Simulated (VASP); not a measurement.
A run of VASP 6.6.1 is set up as follows.

Contents of INCAR:

```
PREC = Accurate ; ENCUT = 520
EDIFF = 1E-6 ; ISMEAR = 1
SIGMA = 0.1 ; LREAL = Auto
LASPH = True ; NELM = 120
ALGO = Normal ; ISIF = 2
LWAVE = False ; LCHARG = True
GGA = PE ; LELF = True
LVHAR = True ; NBANDS = 163
GGA_COMPAT = False
```

Contents of KPOINTS:

```
Automatic mesh
0
Gamma
  1 1 1
```

File POSCAR:

```
W16C15
1.0
   -2.9220740600      5.0611807300      5.6926483200
    5.8441481100      0.0000000000      5.6926483200
    2.9220740600      5.0611807300      0.0000000000
W C
16 15
Direct
    0.0038750152     -0.0068553504      0.0019064420
    0.2527159892      0.2437986102      0.2548325725
    0.0008064086     -0.0049921581      0.5050184447
    0.2583453593      0.2407005751      0.7451325386
    0.0118091208      0.4839910484     -0.0269850262
    0.2558771831      0.7491576756      0.2510794218
    0.0098097205      0.5031420439      0.4922784553
    0.2519198660      0.7459332738      0.7543569835
    0.5001254339     -0.0019140847     -0.0002902897
    0.7520953252      0.2440608891      0.2465937692
    0.4968919568      0.0001524487      0.5079858121
    0.7522020224      0.2467583349      0.7500630429
    0.5024893373      0.4956785945      0.0005622501
    0.7387970687      0.7662463695      0.2548400426
    0.5060426027      0.4965803733      0.4995067486
    0.7517511093      0.7447802977      0.7516664539
    0.0379237786      0.2019925000      0.1236604532
    0.2917511374      0.4641406301      0.3707126589
    0.0327962364      0.2140286017      0.6314720795
    0.2911257561      0.4585428973      0.8717973471
   -0.1545449971      0.5263794897      0.2883997310
    0.2879056787      0.9569493698      0.3823663746
    0.0431575488      0.7101941004      0.6265002210
    0.2821382730      0.9550482883      0.8859109067
    0.5377746223      0.2100435742      0.1251592224
    0.5416464028      0.2153060309      0.6221312440
    0.7919775508      0.4555087861      0.8635685455
    0.5356405544      0.7122334755      0.1342438423
    0.7861037201      0.9625511134      0.3803900914
    0.5332566161      0.7131532447      0.6286665227
    0.7862234247      0.9617456119      0.8826324116
```

Potentials or basis: VASP PAW PBE potentials, release 64 (W_sv, C).

Launch:

```console
$ cat potpaw_PBE.64/W_sv/POTCAR potpaw_PBE.64/C/POTCAR > POTCAR
$ mpirun -np 1 vasp_gam > vasp.out
```

**Question.** What does it give for the pressure?

**Answer.** 3.7 GPa.

**Question.** What does it give for the largest force?

**Answer.** 5.365 eV/Å.

Stress tensor (GPa, compression positive):
```
10.69 -9.92  0.30
-9.92 -3.02  1.82
 0.30  1.82  3.52
```

Caveat: the k points lie up to 1.21 Å⁻¹ apart.
